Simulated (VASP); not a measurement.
# Sc (P6_3/mmc) in VASP: notebook

The runs below take Sc through single point, with PBE.

All numbers are computed with VASP 6.6.1; they aren't measurements. Logs are shortened: lines on timing, memory, paths and dates and some standing lists are left out, and cuts for length are marked.

### 1 The cell of the first run

It takes space group P6_3/mmc (No. 194, hexagonal). Conventional cell: a = 3.576 Å, b = 3.576 Å, c = 9.739 Å, α = 90.00°, β = 90.00°, γ = 120.00°. Sc (site symmetry -6m2) has 3 Sc at 2.06 Å within 2.7 Å. Within 2.7 Å of Sc (site symmetry -6m2) lie 3 Sc at 2.06 Å.

### 2 Single point, PBE

Contents of INCAR:

```
  ALGO = Fast
  EDIFF = 1E-6
  ENCUT = 520
  GGA = PE
  ISIF = 2
  ISMEAR = 0
  LASPH = True
  LCHARG = True
  LELF = True
  LREAL = False
  LVHAR = True
  LWAVE = False
  NBANDS = 30
  NELM = 100
  PREC = Accurate
  SIGMA = 0.1
```

Contents of KPOINTS:

```
k-points
0
Gamma
  6 6 2
```

Contents of POSCAR:

```
Sc
1.0
    3.5758864841      0.0000000000      0.0000000000
   -1.7879432421      3.0968085363      0.0000000000
    0.0000000000      0.0000000000      9.7392030258
Sc
4
Direct
    0.0000000000      0.0000000000      0.2500000000
    0.0000000000      0.0000000000      0.7500000000
    0.3333333333      0.6666666667      0.7500000000
    0.6666666667      0.3333333333      0.2500000000
```

Potentials or basis: VASP PAW PBE potentials, release 64 (Sc_sv).

Launch:

```
$ cat potpaw_PBE.64/Sc_sv/POTCAR > POTCAR
$ mpirun -np 1 vasp_std > vasp.out
```

OUTCAR:

```text
EDIFF = 1E-6
   ENCUT = 520
   GGA = PE
   ISIF = 2
   ISMEAR = 0
   LASPH = True
   LREAL = False
   NELM = 100
   PREC = Accurate

 ion  position               nearest neighbor table
   1  0.000  0.000  0.250-   4 2.06   4 2.06   4 2.06
   2  0.000  0.000  0.750-   3 2.06   3 2.06   3 2.06
   3  0.333  0.667  0.750-   2 2.06   2 2.06   2 2.06
   4  0.667  0.333  0.250-   1 2.06   1 2.06   1 2.06

  LATTYP: Found a hexagonal cell.
 ALAT       =     3.5758864841
 C/A-ratio  =     2.7235772358

  Lattice vectors:

 A1 = (   3.5758864841,   0.0000000000,   0.0000000000)
 A2 = (  -1.7879432421,   3.0968085363,   0.0000000000)
 A3 = (   0.0000000000,   0.0000000000,   9.7392030258)

Analysis of symmetry for initial positions (statically):
=====================================================================
 Subroutine PRICEL returns:
 Original cell was already a primitive cell.

 Routine SETGRP: Setting up the symmetry group for a
 hexagonal supercell.

 Subroutine GETGRP returns: Found 24 space group operations
 (whereof 12 operations were pure point group operations)
 out of a pool of 24 trial point group operations.

The static configuration has the point symmetry D_3d.
 The point group associated with its full space group is D_6h.

Analysis of symmetry for dynamics (positions and initial velocities):
=====================================================================
 Subroutine PRICEL returns:
 Original cell was already a primitive cell.

 Routine SETGRP: Setting up the symmetry group for a
 hexagonal supercell.

 Subroutine GETGRP returns: Found 24 space group operations
 (whereof 12 operations were pure point group operations)
 out of a pool of 24 trial point group operations.

The dynamic configuration has the point symmetry D_3d.
 The point group associated with its full space group is D_6h.

 Subroutine INISYM returns: Found 24 space group operations
 (whereof 12 operations are pure point group operations),
 and found     1 'primitive' translations

----------------------------------------------------------------------------------------

                                     Primitive cell

  volume of cell :     107.8503

  direct lattice vectors                    reciprocal lattice vectors
     3.575886484  0.000000000  0.000000000     0.279650935  0.161456543  0.000000000
    -1.787943242  3.096808536  0.000000000     0.000000000  0.322913086  0.000000000
     0.000000000  0.000000000  9.739203026     0.000000000  0.000000000  0.102677806

  length of vectors
     3.575886484  3.575886484  9.739203026     0.322913086  0.322913086  0.102677806

  position of ions in fractional coordinates (direct lattice)
     0.000000000  0.000000000  0.250000000
     0.000000000  0.000000000  0.750000000
     0.333333333  0.666666667  0.750000000
     0.666666667  0.333333333  0.250000000

  ion indices of the primitive-cell ions
   primitive index   ion index
                 1           1
                 2           2
                 3           3
                 4           4

----------------------------------------------------------------------------------------

 KPOINTS: k-points

Automatic generation of k-mesh.
 Grid dimensions read from file:
 generate k-points for:    6    6    2

 Generating k-lattice:

  Cartesian coordinates                     Fractional coordinates (reciprocal lattice)
     0.046608489  0.026909424  0.000000000     0.166666667  0.000000000  0.000000000
     0.000000000  0.053818848  0.000000000     0.000000000  0.166666667  0.000000000
     0.000000000  0.000000000  0.051338903     0.000000000  0.000000000  0.500000000

  Length of vectors
     0.053818848  0.053818848  0.051338903

  Shift w.r.t. Gamma in fractional coordinates (k-lattice)
     0.000000000  0.000000000  0.000000000

 Subroutine IBZKPT returns following result:
 ===========================================

 Found     14 irreducible k-points:

 Following reciprocal coordinates:
            Coordinates               Weight
  0.000000  0.000000  0.000000      1.000000
  0.166667  0.000000  0.000000      6.000000
  0.333333  0.000000  0.000000      6.000000
  0.500000  0.000000  0.000000      3.000000
  0.166667  0.166667  0.000000      6.000000
  0.333333  0.166667  0.000000     12.000000
  0.333333  0.333333  0.000000      2.000000
  0.000000  0.000000  0.500000      1.000000
  0.166667  0.000000  0.500000      6.000000
  0.333333  0.000000  0.500000      6.000000
  0.500000  0.000000  0.500000      3.000000
  0.166667  0.166667  0.500000      6.000000
  0.333333  0.166667  0.500000     12.000000
  0.333333  0.333333  0.500000      2.000000
   k-points           NKPTS =     14   k-points in BZ     NKDIM =     14   number of bands    NBANDS=     30
   number of dos      NEDOS =    301   number of ions     NIONS =      4
   total plane-waves  NPLWV =  56448
   dimension x,y,z NGX =    28 NGY =   28 NGZ =   72
   dimension x,y,z NGXF=    56 NGYF=   56 NGZF=  144
   ions per type =               4
   NGX,Y,Z   is equivalent  to a cutoff of  13.02, 13.02, 12.29 a.u.
   NGXF,Y,Z  is equivalent  to a cutoff of  26.03, 26.03, 24.58 a.u.
 SYSTEM =  unknown system
   PREC   = accura    normal or accurate (medium, high low for compatibility)
   ISTART =      0    job   : 0-new  1-cont  2-samecut
   ICHARG =      2    charge: 1-file 2-atom 10-const
   ISPIN  =      1    spin polarized calculation?
   LNONCOLLINEAR =      F non collinear calculations
   LSORBIT =      F    spin-orbit coupling
   LASPH  =      T    aspherical Exc in radial PAW
   ENCUT  =  520.0 eV  38.22 Ry    6.18 a.u.   6.65  6.65 18.11*2*pi/ulx,y,z
   NELM   =    100;   NELMIN=  2; NELMDL= -5     # of ELM steps
   EDIFF  = 0.1E-05   stopping-criterion for ELM
   LREAL  =      F    real-space projection
   EDIFFG = 0.1E-04   stopping-criterion for IOM
   NSW    =      0    number of steps for IOM
   IBRION =     -1    ionic relax: 0-MD 1-quasi-New 2-CG
   NFREE  =      0    steps in history (QN), initial steepest desc. (CG)
   ISIF   =      2    stress and relaxation
   ISYM   =      2    0-nonsym 1-usesym 2-fastsym
   POTIM  = 0.5000    time-step for ionic-motion
   TEBEG  =    0.0;   TEEND  =   0.0 temperature during run
   PSTRESS=    0.0 pullay stress
   NELECT =      44.0000    total number of electrons
   NUPDOWN=      -1.0000    fix difference up-down
   EMIN   =  10.00;   EMAX   =-10.00  energy-range for DOS
   EFERMI =   0.00;   METHOD = LEGACY
   ISMEAR =     0;   SIGMA  =   0.10  broadening in eV -4-tet -1-fermi 0-gaus
   EFERMI_NEDOS =   21; number of points for ismear=-14 and -15
   IALGO  =     68    algorithm
   IMIX   =      4    mixing-type and parameters
     AMIX     =   0.40;   BMIX     =  1.00
     AMIX_MAG =   1.60;   BMIX_MAG =  1.00
  volume/ion in A,a.u.               =      26.96       181.95
  Fermi-wavevector in a.u.,A,eV,Ry     =   1.214186  2.294479 20.058357  1.474248
  Thomas-Fermi vector in A             =   2.349614
   LORBIT       =      0    0 simple, 1 ext, 2 COOP (PROOUT), +10 PAW based schemes
   GGA     = PE    functional components
   LHFCALC =     F    Hartree Fock is set to
   AEXX    =    0.0000 exact exchange contribution
   IVDW    =     0    specifies the selected vdW correction
   LEPSILON=     F    determine dielectric tensor
   LRPA    =     F    only Hartree local field effects (RPA)
 non-spin polarized calculation
 RMM-DIIS sequential band-by-band and
 Gauss-broadening in eV      SIGMA  =   0.10
  energy-cutoff  :      520.00
  volume of cell :      107.85
 maximum number of plane-waves:      2929
 NGX is ok and might be reduce to    28

 number of electron      44.0000002 magnetization

 Free energy of the ion-electron system (eV)
  ---------------------------------------------------
  ext. energy  EPLUGINS =         0.00000000
  ---------------------------------------------------
  free energy    TOTEN  =        -8.90927059 eV

  energy without entropy =       -8.86147193  energy(sigma->0) =       -8.88537126

 E-fermi :   2.5667     XC(G=0):  -8.6920

 val. band max:        2.5232823224   @ k =   0.1667   0.0000   0.0000
 cond. band min:       2.6239730448   @ k =   0.1667   0.0000   0.0000
 fundamental gap:      0.1006907223
 Fermi energy:         2.5667252347

 k-point     1 :       0.0000    0.0000    0.0000
  band No.  band energies     occupation
      1     -47.7005      2.00000
      2     -47.7004      2.00000
      3     -45.0030      2.00000
      4     -45.0030      2.00000
      5     -27.5011      2.00000
      6     -27.5011      2.00000
[... 22 lines left out ...]
     29       4.3283      0.00000
     30       6.0919      0.00000

 k-point     2 :       0.1667    0.0000    0.0000
  band No.  band energies     occupation
      1     -47.5627      2.00000
      2     -47.5626      2.00000
      3     -45.1916      2.00000
      4     -45.1916      2.00000
      5     -27.6175      2.00000
      6     -27.6174      2.00000
[... 22 lines left out ...]
     29       3.4934      0.00000
     30       4.7879      0.00000

 k-point     3 :       0.3333    0.0000    0.0000
  band No.  band energies     occupation
      1     -47.1975      2.00000
      2     -47.1974      2.00000
      3     -45.6560      2.00000
      4     -45.6560      2.00000
      5     -27.8260      2.00000
      6     -27.8259      2.00000
[... 22 lines left out ...]
     29       3.5464      0.00000
     30       5.0725      0.00000

 k-point     4 :       0.5000    0.0000    0.0000
  band No.  band energies     occupation
      1     -46.8934      2.00000
      2     -46.8934      2.00000
      3     -46.0086      2.00000
      4     -46.0086      2.00000
      5     -27.9208      2.00000
      6     -27.9207      2.00000
[... 22 lines left out ...]
     29       4.9478      0.00000
     30       5.4108      0.00000

 k-point     5 :       0.1667    0.1667    0.0000
  band No.  band energies     occupation
      1     -47.3062      2.00000
      2     -47.3062      2.00000
      3     -45.5227      2.00000
      4     -45.5227      2.00000
      5     -27.8308      2.00000
      6     -27.8307      2.00000
[... 22 lines left out ...]
     29       3.2392      0.00000
     30       4.7086      0.00000

 k-point     6 :       0.3333    0.1667    0.0000
  band No.  band energies     occupation
      1     -46.8942      2.00000
      2     -46.8941      2.00000
      3     -46.0077      2.00000
      4     -46.0077      2.00000
      5     -28.0409      2.00000
      6     -28.0408      2.00000
[... 22 lines left out ...]
     29       4.7191      0.00000
     30       4.8792      0.00000

 k-point     7 :       0.3333    0.3333    0.0000
  band No.  band energies     occupation
      1     -46.4658      2.00000
      2     -46.4658      2.00000
      3     -46.4598      2.00000
      4     -46.4597      2.00000
      5     -28.1816      2.00000
      6     -28.1816      2.00000
[... 22 lines left out ...]
     29       4.4399      0.00000
     30       4.7018      0.00000

 k-point     8 :       0.0000    0.0000    0.5000
  band No.  band energies     occupation
      1     -47.7005      2.00000
      2     -47.7005      2.00000
      3     -45.0030      2.00000
      4     -45.0030      2.00000
      5     -27.5011      2.00000
      6     -27.5011      2.00000
[... 22 lines left out ...]
     29       4.3229      0.00000
     30       4.3357      0.00000

 k-point     9 :       0.1667    0.0000    0.5000
  band No.  band energies     occupation
      1     -47.5627      2.00000
      2     -47.5627      2.00000
      3     -45.1916      2.00000
      4     -45.1916      2.00000
      5     -27.6174      2.00000
      6     -27.6174      2.00000
[... 22 lines left out ...]
     29       3.9032      0.00000
     30       3.9033      0.00000

 k-point    10 :       0.3333    0.0000    0.5000
  band No.  band energies     occupation
      1     -47.1975      2.00000
      2     -47.1975      2.00000
      3     -45.6560      2.00000
      4     -45.6560      2.00000
      5     -27.8260      2.00000
      6     -27.8260      2.00000
[... 22 lines left out ...]
     29       4.5780      0.00000
     30       4.5780      0.00000

 k-point    11 :       0.5000    0.0000    0.5000
  band No.  band energies     occupation
      1     -46.8934      2.00000
      2     -46.8934      2.00000
      3     -46.0086      2.00000
      4     -46.0086      2.00000
      5     -27.9208      2.00000
      6     -27.9208      2.00000
[... 22 lines left out ...]
     29       5.1002      0.00000
     30       5.3087      0.00000

 k-point    12 :       0.1667    0.1667    0.5000
  band No.  band energies     occupation
      1     -47.3062      2.00000
      2     -47.3062      2.00000
      3     -45.5227      2.00000
      4     -45.5227      2.00000
      5     -27.8308      2.00000
      6     -27.8308      2.00000
[... 22 lines left out ...]
     29       4.1558      0.00000
     30       4.1558      0.00000

 k-point    13 :       0.3333    0.1667    0.5000
  band No.  band energies     occupation
      1     -46.8941      2.00000
      2     -46.8941      2.00000
      3     -46.0077      2.00000
      4     -46.0077      2.00000
      5     -28.0408      2.00000
      6     -28.0408      2.00000
[... 22 lines left out ...]
     29       4.7897      0.00000
     30       4.7902      0.00000

 k-point    14 :       0.3333    0.3333    0.5000
  band No.  band energies     occupation
      1     -46.4658      2.00000
      2     -46.4658      2.00000
      3     -46.4597      2.00000
      4     -46.4597      2.00000
      5     -28.1816      2.00000
      6     -28.1816      2.00000
[... 22 lines left out ...]
     29       4.8297      0.00000
     30       4.8948      0.00000

------------------------ aborting loop because EDIFF is reached ----------------------------------------

  FORCE on cell =-STRESS in cart. coord.  units (eV):
  Direction    XX          YY          ZZ          XY          YZ          ZX
  --------------------------------------------------------------------------------------
  -------------------------------------------------------------------------------------
  Total       21.7726071     21.7726071     -4.4774239     -0.0000000      0.0000000      0.0000000
  in kB      323.4443124    323.4443124    -66.5146482     -0.0000000      0.0000000      0.0000000
  external PRESSURE =     193.4579922 kB  Pullay stress =       0.0000000 kB

 VOLUME and BASIS-vectors are now :
 -----------------------------------------------------------------------------
  energy-cutoff  :      520.00
  volume of cell :      107.85
      direct lattice vectors                 reciprocal lattice vectors
     3.575886484  0.000000000  0.000000000     0.279650935  0.161456543  0.000000000
    -1.787943242  3.096808536  0.000000000     0.000000000  0.322913086  0.000000000
     0.000000000  0.000000000  9.739203026     0.000000000  0.000000000  0.102677806

 POSITION                                       TOTAL-FORCE (eV/Angst)
 -----------------------------------------------------------------------------------
      0.00000      0.00000      2.43480        -0.000000      0.000000      0.000000
      0.00000      0.00000      7.30440         0.000000      0.000000      0.000000
     -0.00000      2.06454      7.30440         0.000000      0.000000     -0.000000
      1.78794      1.03227      2.43480        -0.000000     -0.000000     -0.000000
 -----------------------------------------------------------------------------------
    total drift:                                0.000000     -0.000000     -0.000000

  FREE ENERGIE OF THE ION-ELECTRON SYSTEM (eV)
  ---------------------------------------------------
  free  energy   TOTEN  =        -8.9092705877 eV

  energy  without entropy=       -8.8614719274  energy(sigma->0) =       -8.88537126
```

Wall time 32 s (1 thread of AMD EPYC 9R45 (Zen 5), shared host); peak memory 0.2 GiB.

Results:

```
Free energy            : -8.9093 eV
Pressure               : 19.3 GPa
Band gap on the k mesh : zero (bands 22 and 23 overlap by 1.55 eV)
```

Caveat: atoms lie so close that the PAW spheres overlap strongly, which falsifies energies and pressures; the stress differs along the axes, from -7 to 32 GPa.

### 3 Single point, PBE

This run uses another cell than the first one, of the same volume but with other edges.

Contents of INCAR:

```
SYSTEM = Sc
  ALGO = Normal
  EDIFF = 1E-6
  ENCUT = 520
  GGA = PE
  ISIF = 2
  ISMEAR = 0
  LASPH = .TRUE.
  LCHARG = .FALSE.
  LREAL = .FALSE.
  LWAVE = .FALSE.
  NBANDS = 30
  NELM = 100
  PREC = Accurate
  SIGMA = 0.1
```

Contents of KPOINTS:

```
k-points
0
G
  6 6 2
  0 0 0
```

Contents of POSCAR:

```
Sc
1.0
    5.1489875487      0.0000000000      0.0000000000
   -2.5744937744      4.4591540210      0.0000000000
    0.0000000000      0.0000000000      4.7027813284
Sc
4
Direct
    0.0000000000      0.0000000000      0.2500000000
    0.0000000000      0.0000000000      0.7500000000
    0.3333333333      0.6666666667      0.7500000000
    0.6666666667      0.3333333333      0.2500000000
```

Potentials or basis: VASP PAW PBE potentials, release 64 (Sc_sv).

Launch:

```
$ cat potpaw_PBE.64/Sc_sv/POTCAR > POTCAR
$ mpirun -np 1 vasp_std > vasp.out
```

Run time: 28 s. Hardware: 1 thread of AMD EPYC 9R45 (Zen 5), shared host; peak memory 0.2 GiB.

The run converged. Its results:

| Item | Value |
| --- | --- |
| Free energy | -21.6233 eV |
| Pressure | 0.2 GPa |
| Band gap on the k mesh | zero (bands 22 and 23 overlap by 0.03 eV) |

Stress tensor (GPa, compression positive):
```
0.14 0.00 0.00
0.00 0.14 0.00
0.00 0.00 0.25
```

Levels at points of the mesh, in eV from the Fermi level:
```
           k point  band 19  band 20  band 21  band 22  band 23  band 24  band 25  band 26
(0.00, 0.00, 0.00)    -0.59    -0.41    -0.25     0.05     0.05     0.21     0.21     1.04
(0.50, 0.00, 0.00)    -1.11    -1.04    -0.87    -0.10     0.27     0.58     0.82     0.88
(0.00, 0.00, 0.50)    -0.31    -0.31    -0.31    -0.31     1.00     1.00     1.00     1.00
(0.50, 0.00, 0.50)    -0.98    -0.98    -0.14    -0.14     0.11     0.11     0.61     0.61
```

Caveat: the k points lie up to 0.67 Å⁻¹ apart.

### 4 Single point, PBE

This run uses another cell than the first one, of 27.48 Å³/atom.

Contents of INCAR:

```
SYSTEM = Sc
ALGO = Fast
EDIFF = 1E-6
ENCUT = 520
GGA = PE
ISIF = 2
ISMEAR = 0
LASPH = .TRUE.
LCHARG = .FALSE.
LREAL = .FALSE.
LWAVE = .FALSE.
NBANDS = 30
NELM = 60
PREC = Accurate
SIGMA = 0.1
```

Contents of KPOINTS:

```
k-points
0
G
  6 6 4
  0 0 0
```

Contents of POSCAR:

```
Sc
1.0
    5.1007806516      0.0000000000      0.0000000000
   -2.5503903258      4.4174056234      0.0000000000
    0.0000000000      0.0000000000      4.8786179464
Sc
4
Direct
    0.0000000000      0.0000000000      0.2500000000
    0.0000000000      0.0000000000      0.7500000000
    0.3333333333      0.6666666667      0.7500000000
    0.6666666667      0.3333333333      0.2500000000
```

Launch:

```
$ cat potpaw_PBE.64/Sc_sv/POTCAR > POTCAR
$ mpirun -np 1 vasp_std > vasp.out
```

Wall time 52 s (1 thread of AMD EPYC 9R45 (Zen 5), shared host); peak memory 0.21 GiB.

Results (log left out):

- Free energy: -21.4639 eV
- Pressure: 0.0 GPa
- Band gap on the k mesh: zero (bands 22 and 23 overlap by 0.08 eV)

Stress tensor (GPa, compression positive):
```
-0.02  0.00  0.00
 0.00 -0.02  0.00
 0.00  0.00  0.16
```

Levels at points of the mesh, in eV from the Fermi level:
```tsv
k point	band 19	band 20	band 21	band 22	band 23	band 24	band 25	band 26
(0.00, 0.00, 0.00)	-0.65	-0.54	-0.48	0.09	0.09	0.24	0.24	1.02
(0.50, 0.00, 0.00)	-1.13	-1.11	-0.98	-0.23	0.23	0.44	0.77	0.79
(0.00, 0.00, 0.50)	-0.31	-0.31	-0.31	-0.31	0.92	0.92	0.92	0.92
(0.50, 0.00, 0.50)	-1.06	-1.06	-0.19	-0.19	0.01	0.01	0.53	0.53
```

### 5 Summary

| cell | k mesh | gap on the mesh (eV) | pressure (GPa) |
| --- | --- | --- | --- |
| a = 3.576, b = 3.576, c = 9.739 Å, angles 90.0, 90.0, 120.0°, 4 atoms | 6 × 6 × 2 | none | 19.3 |
| a = 5.149, b = 5.149, c = 4.703 Å, angles 90.0, 90.0, 120.0°, 4 atoms | 6 × 6 × 2 | none | 0.2 |
| a = 5.101, b = 5.101, c = 4.879 Å, angles 90.0, 90.0, 120.0°, 4 atoms | 6 × 6 × 4 | none | 0.0 |

Alike in all rows: task single point; level PBE; potentials or basis VASP PAW PBE potentials, release 64 (Sc_sv); no spin polarisation; cutoff (eV) 520; smearing gaussian 0.1 eV.

Caveats: some runs use coarse meshes; atoms lie so close that the PAW spheres overlap strongly, which falsifies energies and pressures (at least some runs); the stress differs along the axes, from -7 to 32 GPa (at least some runs).

Absolute energies hang on the potentials; compare differences alone.

The gap in the log of VASP goes by the Fermi energy; the results here count the filled bands.